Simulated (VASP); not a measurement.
Write the native input for VASP 6.6.1 that does the following.

* Task: single point
* Functional: PBE
* Dispersion: D3(BJ)
* Potentials or basis: VASP PAW PBE potentials, release 64 (Ge_d)
* Cutoff: 520 eV
* k mesh: 9 × 9 × 1
* Occupations: gaussian, width 0.1 eV
* Spin: no spin polarisation
* Dipole correction: yes
* Further INCAR settings: ALGO = Normal; EDIFF = 1e-07; NBANDS = 36

The structure of Ge lies in POSCAR:

```
Ge
1.0
    4.0226895311      0.0000000000      0.0000000000
   -2.0113447656      3.4837513255      0.0000000000
    0.0000000000      0.0000000000     18.8685220517
Ge
4
Direct
    0.3333333333      0.6666666667      0.2747571332
    0.6666666667      0.3333333333      0.2384924472
    1.1111111111     -0.1111111111      0.4965159447
    0.7777777778      0.2222222222      0.4602512588
```

These files were run (other wordings do the same):

INCAR

```
SYSTEM = Ge
  PREC = Accurate
  ENCUT = 520
  EDIFF = 1E-7
  ISMEAR = 0
  SIGMA = 0.1
  LREAL = .FALSE.
  LASPH = .TRUE.
  NELM = 60
  ALGO = Normal
  ISIF = 2
  LWAVE = .FALSE.
  LCHARG = .TRUE.
  LDIPOL = .TRUE.
  IDIPOL = 3
  DIPOL = 0.5 0.5 0.368
  GGA = PE
  IVDW = 12
  LELF = .TRUE.
  LVHAR = .TRUE.
  LVACPOTAV = .TRUE.
  NBANDS = 36
```

KPOINTS

```
regular mesh
0
G
  9 9 1
  0 0 0
```

Potentials or basis: VASP PAW PBE potentials, release 64 (Ge_d).

The run is started by

```bash
$ cat potpaw_PBE.64/Ge_d/POTCAR > POTCAR
$ mpirun -np 1 vasp_std > vasp.out
```

It gave:

The largest force is 0.249 eV/Å and the band gap on the k mesh is 0.33 eV, direct. The dispersion energy per atom is -0.213 eV.

Wall time 3.7 min on 1 thread of AMD EPYC 9R45 96-Core Processor (Zen 5), with other jobs on the host, peak memory 0.42 GiB.
